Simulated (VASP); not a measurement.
# Al (Fm-3m) in VASP: further runs

Al is run at these levels: r2SCAN; tasks: single point, relaxation of cell and atoms.

All numbers are computed with VASP 6.6.1; they aren't measurements. Logs are shortened: lines on timing, memory, paths and dates and some standing lists are left out, and cuts for length are marked.

## (1) The cell of the first run

It takes space group Fm-3m (No. 225, cubic). Conventional cell: a = 3.992 Å, b = 3.992 Å, c = 3.992 Å, α = 90.00°, β = 90.00°, γ = 90.00°. Al (site symmetry m-3m) has 12 Al at 2.82 Å within 3.7 Å.

## (2) Single point, r2SCAN

Input file POSCAR:

```
Al
1.0
    0.0000000000      1.9959262083      1.9959262083
    1.9959262083      0.0000000000      1.9959262083
    1.9959262083      1.9959262083      0.0000000000
Al
1
Direct
    0.0000000000      0.0000000000      0.0000000000
```

Input file INCAR.step1:

```
PREC     = Accurate       # precision mode
ENCUT    = 550            # plane-wave cutoff, eV
ISMEAR   = 0              # smearing method
SIGMA    = 0.1            # smearing width, eV
LREAL    = False          # projectors in reciprocal space
LASPH    = True           # aspherical terms in the spheres
NELM     = 120            # most SCF steps
NBANDS   = 8              # bands
GGA      = PE             # functional
ALGO     = Normal         # electronic algorithm
EDIFF    = 1E-5           # SCF threshold, eV
LWAVE    = True           # write WAVECAR
LCHARG   = False          # write CHGCAR
GGA_COMPAT= False
```

Input file INCAR.step2:

```
PREC     = Accurate       # precision mode
ENCUT    = 550            # plane-wave cutoff, eV
EDIFF    = 1E-6           # SCF threshold, eV
ISMEAR   = 0              # smearing method
SIGMA    = 0.1            # smearing width, eV
LREAL    = False          # projectors in reciprocal space
LASPH    = True           # aspherical terms in the spheres
NELM     = 120            # most SCF steps
ALGO     = Normal         # electronic algorithm
ISIF     = 2              # what is computed and relaxed
LWAVE    = False          # write WAVECAR
LCHARG   = True           # write CHGCAR
METAGGA  = R2SCAN         # meta-GGA
LMIXTAU  = True         
LELF     = True           # ELF
LVHAR    = True         
NBANDS   = 8              # bands
ISTART   = 1            
GGA_COMPAT= False
```

Input file KPOINTS:

```
regular mesh
0
Gamma
  20 20 20
```

Potentials or basis: VASP PAW PBE potentials, release 64 (Al).

Command:

```bash
cat potpaw_PBE.64/Al/POTCAR > POTCAR
cp INCAR.step1 INCAR
mpirun -np 1 vasp_std > vasp.out
cp INCAR.step2 INCAR
mpirun -np 1 vasp_std > vasp.out
```

OUTCAR:

```text
PREC = Accurate
   ENCUT = 550
   EDIFF = 1E-6
   ISMEAR = 0
   LREAL = False
   LASPH = True
   NELM = 120
   ISIF = 2
   METAGGA = R2SCAN
   ISTART = 1

 ion  position               nearest neighbor table
   1  0.000  0.000  0.000-

  LATTYP: Found a face centered cubic cell.
 ALAT       =     3.9918524166

  Lattice vectors:

 A1 = (   0.0000000000,   1.9959262083,   1.9959262083)
 A2 = (   1.9959262083,   0.0000000000,   1.9959262083)
 A3 = (   1.9959262083,   1.9959262083,   0.0000000000)

Analysis of symmetry for initial positions (statically):
=====================================================================
 Subroutine PRICEL returns:
 Original cell was already a primitive cell.

 Routine SETGRP: Setting up the symmetry group for a
 face centered cubic supercell.

 Subroutine GETGRP returns: Found 48 space group operations
 (whereof 48 operations were pure point group operations)
 out of a pool of 48 trial point group operations.

The static configuration has the point symmetry O_h .

Analysis of symmetry for dynamics (positions and initial velocities):
=====================================================================
 Subroutine PRICEL returns:
 Original cell was already a primitive cell.

 Routine SETGRP: Setting up the symmetry group for a
 face centered cubic supercell.

 Subroutine GETGRP returns: Found 48 space group operations
 (whereof 48 operations were pure point group operations)
 out of a pool of 48 trial point group operations.

The dynamic configuration has the point symmetry O_h .

 Subroutine INISYM returns: Found 48 space group operations
 (whereof 48 operations are pure point group operations),
 and found     1 'primitive' translations

----------------------------------------------------------------------------------------

                                     Primitive cell

  volume of cell :      15.9024

  direct lattice vectors                    reciprocal lattice vectors
     0.000000000  1.995926208  1.995926208    -0.250510263  0.250510263  0.250510263
     1.995926208  0.000000000  1.995926208     0.250510263 -0.250510263  0.250510263
     1.995926208  1.995926208  0.000000000     0.250510263  0.250510263 -0.250510263

  length of vectors
     2.822665913  2.822665913  2.822665913     0.433896504  0.433896504  0.433896504

  position of ions in fractional coordinates (direct lattice)
     0.000000000  0.000000000  0.000000000

  ion indices of the primitive-cell ions
   primitive index   ion index
                 1           1

----------------------------------------------------------------------------------------

 KPOINTS: regular mesh

Automatic generation of k-mesh.
 Grid dimensions read from file:
 generate k-points for:   20   20   20

 Generating k-lattice:

  Cartesian coordinates                     Fractional coordinates (reciprocal lattice)
    -0.012525513  0.012525513  0.012525513     0.050000000  0.000000000  0.000000000
     0.012525513 -0.012525513  0.012525513     0.000000000  0.050000000  0.000000000
     0.012525513  0.012525513 -0.012525513     0.000000000  0.000000000  0.050000000

  Length of vectors
     0.021694825  0.021694825  0.021694825

  Shift w.r.t. Gamma in fractional coordinates (k-lattice)
     0.000000000  0.000000000  0.000000000

 Subroutine IBZKPT returns following result:
 ===========================================

 Found    256 irreducible k-points:

 Following reciprocal coordinates:
            Coordinates               Weight
  0.000000  0.000000  0.000000      1.000000
  0.050000  0.000000  0.000000      8.000000
  0.100000  0.000000  0.000000      8.000000
  0.150000  0.000000  0.000000      8.000000
  0.200000  0.000000  0.000000      8.000000
  0.250000  0.000000  0.000000      8.000000
[... 16 lines left out ...]
 -0.400000  0.050000  0.000000     24.000000
 -0.350000  0.050000  0.000000     24.000000
 [... further k-points ...]
   k-points           NKPTS =    256   k-points in BZ     NKDIM =    256   number of bands    NBANDS=      8
   number of dos      NEDOS =    301   number of ions     NIONS =      1
   total plane-waves  NPLWV =  13824
   dimension x,y,z NGX =    24 NGY =   24 NGZ =   24
   dimension x,y,z NGXF=    48 NGYF=   48 NGZF=   48
   ions per type =               1
   NGX,Y,Z   is equivalent  to a cutoff of  14.14, 14.14, 14.14 a.u.
   NGXF,Y,Z  is equivalent  to a cutoff of  28.27, 28.27, 28.27 a.u.
 SYSTEM =  unknown system
   PREC   = accura    normal or accurate (medium, high low for compatibility)
   ISTART =      1    job   : 0-new  1-cont  2-samecut
   ICHARG =      0    charge: 1-file 2-atom 10-const
   ISPIN  =      1    spin polarized calculation?
   LNONCOLLINEAR =      F non collinear calculations
   LSORBIT =      F    spin-orbit coupling
   LASPH  =      T    aspherical Exc in radial PAW
   ENCUT  =  550.0 eV  40.42 Ry    6.36 a.u.   5.40  5.40  5.40*2*pi/ulx,y,z
   NELM   =    120;   NELMIN=  2; NELMDL=  0     # of ELM steps
   EDIFF  = 0.1E-05   stopping-criterion for ELM
   LREAL  =      F    real-space projection
   EDIFFG = 0.1E-04   stopping-criterion for IOM
   NSW    =      0    number of steps for IOM
   IBRION =     -1    ionic relax: 0-MD 1-quasi-New 2-CG
   NFREE  =      0    steps in history (QN), initial steepest desc. (CG)
   ISIF   =      2    stress and relaxation
   ISYM   =      2    0-nonsym 1-usesym 2-fastsym
   POTIM  = 0.5000    time-step for ionic-motion
   TEBEG  =    0.0;   TEEND  =   0.0 temperature during run
   PSTRESS=    0.0 pullay stress
   NELECT =       3.0000    total number of electrons
   NUPDOWN=      -1.0000    fix difference up-down
   EMIN   =  10.00;   EMAX   =-10.00  energy-range for DOS
   EFERMI =   0.00;   METHOD = LEGACY
   ISMEAR =     0;   SIGMA  =   0.10  broadening in eV -4-tet -1-fermi 0-gaus
   EFERMI_NEDOS =   21; number of points for ismear=-14 and -15
   IALGO  =     38    algorithm
   IMIX   =      4    mixing-type and parameters
     AMIX     =   0.40;   BMIX     =  1.00
     AMIX_MAG =   1.60;   BMIX_MAG =  1.00
  volume/ion in A,a.u.               =      15.90       107.31
  Fermi-wavevector in a.u.,A,eV,Ry     =   0.938918  1.774297 11.994435  0.881566
  Thomas-Fermi vector in A             =   2.066177
   LORBIT       =      0    0 simple, 1 ext, 2 COOP (PROOUT), +10 PAW based schemes
   METAGGA = R2SCAN    functional components
   LHFCALC =     F    Hartree Fock is set to
   AEXX    =    0.0000 exact exchange contribution
   IVDW    =     0    specifies the selected vdW correction
   LEPSILON=     F    determine dielectric tensor
   LRPA    =     F    only Hartree local field effects (RPA)
 non-spin polarized calculation
 Gauss-broadening in eV      SIGMA  =   0.10
  energy-cutoff  :      550.00
  volume of cell :       15.90
 maximum number of plane-waves:       485
 NGX is ok and might be reduce to    24
   NGX = 11   NGY = 11   NGZ = 11

 number of electron       3.0000000 magnetization

 Free energy of the ion-electron system (eV)
  ---------------------------------------------------
  ext. energy  EPLUGINS =         0.00000000
  ---------------------------------------------------
  free energy    TOTEN  =        -6.73926633 eV

  energy without entropy =       -6.73729286  energy(sigma->0) =       -6.73827959

 E-fermi :   8.4583     XC(G=0): -11.0449

 val. band max:        8.4562772868   @ k =  -0.3000   0.2500   0.0000
 cond. band min:       8.4613636131   @ k =  -0.4500   0.4000   0.0500
 fundamental gap:      0.0050863263
 Fermi energy:         8.4582975218

 k-point     1 :       0.0000    0.0000    0.0000
  band No.  band energies     occupation
      1      -3.6967      2.00000
      2      21.9394      0.00000
      3      21.9394      0.00000
      4      21.9394      0.00000
      5      24.1429      0.00000
      6      24.1429      0.00000
      7      24.1429      0.00000
      8      26.0366      0.00000

 k-point     2 :       0.0500    0.0000    0.0000
  band No.  band energies     occupation
      1      -3.6227      2.00000
      2      20.6314      0.00000
      3      21.7258      0.00000
      4      21.7258      0.00000
      5      24.4750      0.00000
      6      24.4751      0.00000
      7      24.5692      0.00000
      8      26.8639      0.00000

 k-point     3 :       0.1000    0.0000    0.0000
  band No.  band energies     occupation
      1      -3.4010      2.00000
      2      18.5121      0.00000
      3      21.3018      0.00000
      4      21.3018      0.00000
      5      24.5999      0.00000
      6      25.2429      0.00000
      7      25.2430      0.00000
      8      28.0063      0.00000

 k-point     4 :       0.1500    0.0000    0.0000
  band No.  band energies     occupation
      1      -3.0322      2.00000
      2      16.3289      0.00000
      3      20.8835      0.00000
      4      20.8835      0.00000
      5      24.4232      0.00000
      6      26.0632      0.00000
      7      26.0632      0.00000
      8      27.0712      0.00000

 k-point     5 :       0.2000    0.0000    0.0000
  band No.  band energies     occupation
      1      -2.5175      2.00000
      2      14.1937      0.00000
      3      20.5437      0.00000
      4      20.5437      0.00000
      5      24.2226      0.00000
      6      25.5260      0.00000
      7      25.5260      0.00000
      8      27.6700      0.00000
[... 177 lines left out ...]
 k-point    22 :      -0.4500    0.0500    0.0000
  band No.  band energies     occupation
      1       2.6452      2.00000
      2       4.6128      2.00000
      3      19.0057      0.00000
      4      20.1135      0.00000
      5      21.6522      0.00000
      6      21.8592      0.00000
      7      25.2024      0.00000
      8      26.2143      0.00000

 k-point    23 :      -0.4000    0.0500    0.0000
  band No.  band energies     occupation
      1       1.4103      2.00000
      2       6.1482      2.00000
      3      18.7343      0.00000
      4      20.6643      0.00000
      5      21.5951      0.00000
      6      22.2193      0.00000
      7      24.8940      0.00000
      8      26.8001      0.00000

 k-point    24 :      -0.3500    0.0500    0.0000
  band No.  band energies     occupation
      1       0.2910      2.00000
      2       7.8247      2.00000
      3      18.5855      0.00000
      4      21.2238      0.00000
      5      21.5659      0.00000
      6      22.9069      0.00000
      7      24.6960      0.00000
      8      27.5082      0.00000

 [... further k-points ...]
[... 5 lines left out ...]
  --------------------------------------------------------------------------------------
  -------------------------------------------------------------------------------------
  Total       -0.0323139     -0.0323139     -0.0323139     -0.0000000     -0.0000000     -0.0000000
  in kB       -3.2556456     -3.2556456     -3.2556456     -0.0000000     -0.0000000     -0.0000000
  external PRESSURE =      -3.2556456 kB  Pullay stress =       0.0000000 kB

 VOLUME and BASIS-vectors are now :
 -----------------------------------------------------------------------------
  energy-cutoff  :      550.00
  volume of cell :       15.90
      direct lattice vectors                 reciprocal lattice vectors
     0.000000000  1.995926208  1.995926208    -0.250510263  0.250510263  0.250510263
     1.995926208  0.000000000  1.995926208     0.250510263 -0.250510263  0.250510263
     1.995926208  1.995926208  0.000000000     0.250510263  0.250510263 -0.250510263

 POSITION                                       TOTAL-FORCE (eV/Angst)
 -----------------------------------------------------------------------------------
      0.00000      0.00000      0.00000         0.000000      0.000000      0.000000
 -----------------------------------------------------------------------------------
    total drift:                               -0.000000     -0.000000     -0.000000

  FREE ENERGIE OF THE ION-ELECTRON SYSTEM (eV)
  ---------------------------------------------------
  free  energy   TOTEN  =        -6.7392663267 eV

  energy  without entropy=       -6.7372928587  energy(sigma->0) =       -6.73827959
```

It took 39 s on 1 thread of Intel Xeon 6975P-C (Granite Rapids), shared host; peak memory 0.15 GiB.

Results:

```
Free energy            : -6.7393 eV
Pressure               : -0.3 GPa
Band gap on the k mesh : zero (an odd number of electrons rules out a gap without spin polarisation)
```

Caveat: the PAW data sets were made with another functional, which shifts forces and pressure a little.

## (3) Relaxation of cell and atoms, r2SCAN

This run uses another cell than the first one, of 16.61 Å³/atom.

Input file POSCAR:

```
Al
1.0
    0.0000000000      2.0250000000      2.0250000000
    2.0250000000      0.0000000000      2.0250000000
    2.0250000000      2.0250000000      0.0000000000
Al
1
Direct
    0.0000000000      0.0000000000      0.0000000000
```

Input file INCAR.step1:

```
SYSTEM = Al
PREC = Accurate
ENCUT = 550
ISMEAR = 0
SIGMA = 0.1
LREAL = .False.
LASPH = .True.
NELM = 120
GGA = PE
ALGO = Normal
EDIFF = 1E-5
LWAVE = .True.
LCHARG = .False.
GGA_COMPAT = .False.
IBRION = 2
ISIF = 3
EDIFFG = -0.005
NELMIN = 4
NSW = 100
```

Input file INCAR.step2:

```
SYSTEM = Al
PREC = Accurate
ENCUT = 550
EDIFF = 1E-7
ISMEAR = 0
SIGMA = 0.1
LREAL = .False.
LASPH = .True.
NELM = 120
ALGO = Normal
ISIF = 3
LWAVE = .False.
LCHARG = .False.
METAGGA = R2SCAN
LMIXTAU = .True.
IBRION = 2
NSW = 80
EDIFFG = -0.02
ISTART = 1
GGA_COMPAT = .False.
NELMIN = 4
```

Input file KPOINTS:

```
Automatic mesh
0
Gamma
  20 20 20
  0 0 0
```

Potentials or basis: VASP PAW PBE potentials, release 64 (Al).

Command:

```bash
cat potpaw_PBE.64/Al/POTCAR > POTCAR
cp INCAR.step1 INCAR
mpirun -np 1 vasp_std > vasp.out
cp INCAR.step2 INCAR
mpirun -np 1 vasp_std > vasp.out
```

Wall time 70 s (1 thread of Intel Xeon 6975P-C (Granite Rapids), shared host); peak memory 0.15 GiB.

It converged, with:

* Free energy: -6.7393 eV
* Relaxed volume: 15.84 Å³/atom
* Relaxed cell: a = 2.819 Å, b = 2.819 Å, c = 2.819 Å, α = 60.00°, β = 60.00°, γ = 60.00°
* Space group after relaxing (to 0.1 Å): Fm-3m (No. 225)
* Energy gained by relaxing: 9.9 meV/atom
* Ionic steps: 3
* Pressure after relaxing: 0.0 GPa
* Band gap on the k mesh: zero (an odd number of electrons rules out a gap without spin polarisation)

The path:
```csv
step,energy change (eV),largest force (eV/Å),pressure (GPa),volume (Å³)
1,0.0000,0.0000,-3.93,16.61
2,-0.0092,0.0000,1.22,15.65
3,-0.0099,0.0000,0.04,15.84
```

Final structure:
```cif
data_structure
_symmetry_space_group_name_H-M 'P 1'
_symmetry_Int_Tables_number 1
_cell_length_a 2.8190
_cell_length_b 2.8190
_cell_length_c 2.8190
_cell_angle_alpha 60.000
_cell_angle_beta 60.000
_cell_angle_gamma 60.000
_cell_volume 15.84
loop_
_atom_site_label
_atom_site_type_symbol
_atom_site_fract_x
_atom_site_fract_y
_atom_site_fract_z
_atom_site_occupancy
Al1 Al 0.00000 0.00000 0.00000 1
```

Levels at points of the mesh, in eV from the Fermi level:
```csv
k point,band 1,band 2,band 3,band 4
"(0.00, 0.00, 0.00)",-12.18,13.50,13.50,13.50
"(0.50, 0.00, 0.00)",-5.22,-4.64,12.23,12.23
"(0.50, 0.50, 0.00)",-3.31,-1.72,5.42,6.16
```

Caveat: the PAW data sets were made with another functional, which shifts forces and pressure a little.
